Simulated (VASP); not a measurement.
# SrCl2: single point with PBEsol

SrCl2:

```
Sr Cl
1.0
     0.03259    3.48550    3.48550
     3.51809    0.00000    3.51809
     3.48550    3.48550    0.03259
Sr Cl
1 2
Cartesian
  0.0000 0.0000 0.0000
  1.7590 1.7428 1.7590
  5.2771 5.2283 5.2771
```

This cell differs from its parent crystal: strain +0.0187 x Voigt [0, 0, 0, 0, 1, 0].

```yaml
Program: VASP 6.6.1
Task: single point
Functional: PBEsol
Potentials_or_basis: VASP PAW PBE potentials, release 64 (Sr_sv, Cl)
Cutoff: 520 eV
k_mesh: 6 × 6 × 6
Occupations: gaussian, width 0.05 eV
Spin: no spin polarisation
```

- Pressure: -0.8 GPa
- Largest force: 0.041 eV/Å
- Band gap on the k mesh: 5.14 eV, indirect (least direct gap 5.36 eV)

Forces in eV/Å, atoms in the order of the input:
```
Sr   0.000  0.000  0.000
Cl   0.000 -0.041  0.000
Cl   0.000  0.041  0.000
```

Stress tensor (GPa, compression positive):
```
-0.83  0.00 -0.26
 0.00 -0.83  0.00
-0.26  0.00 -0.83
```

Levels at points of the mesh, in eV from the valence-band top:
| k point | band 8 | band 9 | band 10 | band 11 | band 12 | band 13 | band 14 | band 15 | band 16 | band 17 |
| --- | --- | --- | --- | --- | --- | --- | --- | --- | --- | --- |
| (0.00, 0.00, 0.00) | -2.18 | -2.17 | -0.36 | -0.34 | -0.33 | 5.14 | 5.97 | 5.98 | 8.78 | 8.88 |
| (0.50, 0.00, 0.00) | -1.60 | -1.55 | -1.35 | -1.08 | -1.07 | 6.60 | 6.65 | 7.44 | 7.72 | 8.53 |
| (0.00, 0.50, 0.00) | -1.61 | -1.53 | -1.36 | -1.07 | -1.06 | 6.57 | 6.63 | 7.40 | 7.71 | 8.51 |
| (0.50, 0.50, 0.00) | -1.92 | -1.92 | -0.42 | -0.42 | 0.00 | 5.36 | 6.93 | 7.52 | 7.95 | 7.96 |
| (0.50, 0.00, 0.50) | -1.95 | -1.89 | -0.46 | -0.37 | 0.00 | 5.36 | 6.93 | 7.52 | 7.89 | 8.01 |

It took 87 s on 1 thread of Intel Xeon 6975P-C, on a shared host, peak memory 0.27 GiB.

Caveat: the cell differs from its parent crystal (strain +0.0187 x Voigt [0, 0, 0, 0, 1, 0]); the PAW data sets were made with another functional, which shifts forces and pressure a little. A k mesh can miss the band edges.
